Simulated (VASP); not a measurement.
Input of a VASP 6.6.1 run:

Contents of POSCAR:

```
BN
1.0
    0.0000000000      1.8409219743      1.8409219743
    1.8409219743      0.0000000000      1.8409219743
    1.8409219743      1.8409219743      0.0000000000
B N
1 1
Direct
    0.0000000000      0.0000000000      0.0000000000
    0.2500000000      0.2500000000      0.2500000000
```

The input INCAR.step1:

```
SYSTEM = BN
PREC = Accurate
ENCUT = 520
ISMEAR = 0
SIGMA = 0.01
LREAL = .False.
LASPH = .True.
NELM = 60
NBANDS = 11
GGA = PE
ALGO = Normal
EDIFF = 1E-4
LWAVE = .True.
LCHARG = .False.
```

Contents of INCAR.step2:

```
SYSTEM = BN
PREC = Accurate
ENCUT = 520
EDIFF = 1E-7
ISMEAR = 0
SIGMA = 0.01
LREAL = .False.
LASPH = .True.
NELM = 60
ALGO = Normal
ISIF = 2
LWAVE = .False.
LCHARG = .False.
METAGGA = R2SCAN
LMIXTAU = .True.
NBANDS = 11
ISTART = 1
```

The input KPOINTS:

```
Automatic mesh
0
Gamma
  12 12 12
  0 0 0
```

Potentials or basis: VASP PAW PBE potentials, release 64 (B, N).

Launch:

```bash
$ cat potpaw_PBE.64/B/POTCAR potpaw_PBE.64/N/POTCAR > POTCAR
$ cp INCAR.step1 INCAR
$ mpirun -np 1 vasp_std > vasp.out
$ cp INCAR.step2 INCAR
$ mpirun -np 1 vasp_std > vasp.out
```

(1) Estimate the band gap on the k mesh.

(2) What does it give for the pressure?

Answers

(1) 4.91 eV, indirect (least direct gap 9.26 eV).

(2) -20.0 GPa.

Caveat: the cell differs from its parent crystal (strain +2.0%); the PAW data sets were made with another functional, which shifts forces and pressure a little.
